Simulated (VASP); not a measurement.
A run of VASP 6.6.1 is set up as follows.

The input INCAR:

```
PREC = Accurate
ENCUT = 520
EDIFF = 1E-6
ISMEAR = -1
SIGMA = 0.05
LREAL = False
LASPH = True
NELM = 80
ALGO = Normal
ISIF = 2
LWAVE = False
LCHARG = False
NBANDS = 11
```

Contents of KPOINTS:

```
Automatic mesh
0
Gamma
  12 12 12
```

Contents of POSCAR:

```
NaH
1.0
    0.0000000000      2.3455367973      2.3455367973
    2.3455367973      0.0000000000      2.3455367973
    2.3455367973      2.3455367973      0.0000000000
Na H
1 1
Direct
    0.0000000000      0.0000000000      0.0000000000
    0.5000000000      0.5000000000      0.5000000000
```

Potentials or basis: VASP PAW LDA potentials, release 64 (Na_pv, H).

Launch:

```bash
$ cat potpaw_LDA.64/Na_pv/POTCAR potpaw_LDA.64/H/POTCAR > POTCAR
$ mpirun -np 1 vasp_std > vasp.out
```

(1) Estimate the pressure.

(2) Estimate the band gap on the k mesh.

Results:

(1) -0.1 GPa.

(2) 3.54 eV (least direct gap 4.50 eV).
